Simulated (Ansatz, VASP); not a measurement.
## Two plane-wave programs on NaCuH2

The input INCAR:

```
SYSTEM = NaCuH2
ALGO = Normal
EDIFF = 1E-7
EDIFFG = -0.04
ENCUT = 600
GGA = PE
IBRION = 2
ISIF = 3
ISMEAR = 0
LASPH = .TRUE.
LCHARG = .FALSE.
LREAL = .FALSE.
LWAVE = .FALSE.
NELM = 80
NSW = 90
PREC = Accurate
SIGMA = 0.1
```

KPOINTS

```
k-points
0
G
  6 6 4
  0 0 0
```

Contents of POSCAR:

```
NaCuH2
1.0
    3.2675033000      0.0000000000      0.0000000000
   -1.6337516500      2.8297408700      0.0000000000
    0.0000000000      0.0000000000      6.4043064700
Na Cu H
1 1 2
Direct
    0.0000000000      0.0000000000      0.5000000000
    0.0000000000      0.0000000000      0.0000000000
    0.3333333300      0.6666666700      0.2500000000
    0.3333333300      0.6666666700      0.7500000000
```

Input for Ansatz:

```yaml
crystal:
  lattice:
    - [3.2675033, 0.0, 0.0]
    - [-1.63375165, 2.82974087, 0.0]
    - [0.0, 0.0, 6.40430647]
  atoms:
    - { symbol: Na, position: [0.0, 0.0, 0.5] }
    - { symbol: Cu, position: [0.0, 0.0, 0.0] }
    - { symbol: H, position: [0.33333333, 0.66666667, 0.25] }
    - { symbol: H, position: [0.33333333, 0.66666667, 0.75] }
basis:
  ecutwfc: 420
kpoints:
  mp_grid: { grid: [6, 6, 4] }
hamiltonian:
  xc: pbe
scf:
  occupations: { method: gaussian, width: 0.1 }
  lower_state_search: "off"
output:
  forces: true
  stress: true
  eigenvalues: true
relax:
  adjacent_minimum: "off"
  f_tol: 0.04
  max_steps: 70
  cell: { stress_tol: 0.4 }
```

Alike in both runs: task relaxation of cell and atoms; functional PBE; k mesh 6 × 6 × 4; occupations gaussian, width 0.1 eV; no spin polarisation.

|  | VASP | Ansatz |
| --- | --- | --- |
| version | VASP 6.6.1 | Ansatz 0.2.0 |
| potentials or method | VASP PAW PBE potentials, release 64 (Na_pv, Cu, H), cutoff 600 eV | scalar-relativistic, plane waves, PAW |
| valence electrons in the cell | 20 | 30 |

|  | VASP | Ansatz | Ansatz less VASP |
| --- | --- | --- | --- |
| gap on the k mesh at the Fermi level, each at its own relaxed structure (eV) | none | none | - |
| relaxed volume (Å³/atom) | 10.01 | 9.95 | -0.056 |
| relaxed length of the cell vector where the two differ most in proportion (Å) | 5.623 | 5.610 | -0.0129 |

A gap of «none» marks a metal or a gap that the smearing closes. VASP's potentials hold 20 valence electrons a cell and Ansatz's 30, so a difference there can come from the potentials and not from the codes.

The k mesh is coarse, so the values compare programs but aren't converged. Noted on VASP's run: the volume moved by over 15 % at a fixed basis, so the end points are rough.
